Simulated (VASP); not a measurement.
Wanted: the native input for a VASP 6.6.1 run.

```yaml
Task: relaxation of shape and atoms at fixed volume
Functional: PBEsol
Potentials_or_basis: VASP PAW PBE potentials, release 64 (As)
Cutoff: 600 eV
k_mesh: 14 × 14 × 8
Occupations: fermi-dirac, width 0.08 eV
Spin: no spin polarisation
Dipole_correction: no
Further_INCAR_settings: ALGO = Normal; EDIFF = 1e-07; IBRION = 2; EDIFFG = -0.005; NSW = 50; ISIF = 4
```

The structure of As lies in POSCAR:

```
As
1.0
    2.7134855144      0.0000000000      0.0000000000
   -1.3567427572      2.3499473882      0.0000000000
    0.0000000000      0.0000000000      4.5019602009
As
2
Direct
    0.3333333333      0.6666666667      0.2500000000
    0.6666666667      0.3333333333      0.7500000000
```

The input as run:

INCAR

```
PREC = Accurate
ENCUT = 600
EDIFF = 1E-7
ISMEAR = -1
SIGMA = 0.08
LREAL = False
LASPH = True
NELM = 80
ALGO = Normal
ISIF = 4
LWAVE = False
LCHARG = False
GGA = PS
IBRION = 2
NSW = 50
EDIFFG = -0.005
```

KPOINTS

```
Automatic mesh
0
Gamma
  14 14 8
```

Potentials or basis: VASP PAW PBE potentials, release 64 (As).

The run is started by

```console
$ cat potpaw_PBE.64/As/POTCAR > POTCAR
$ mpirun -np 1 vasp_std > vasp.out
```

Results of the run:

```json
{"Energy gained by relaxing": "0.1 meV/atom", "Ionic steps": "4", "Pressure after relaxing": "39.6 GPa", "Band gap on the k mesh": "zero (band 5 reaches 17.10 eV, above the bottom of band 6 at 5.19 eV)"}
```

Caveat: the PAW data sets were made with another functional, which shifts forces and pressure a little.

Wall time 66 s on 1 thread of AMD EPYC 9R45 (Zen 5), with other jobs on the host, peak memory 0.14 GiB.
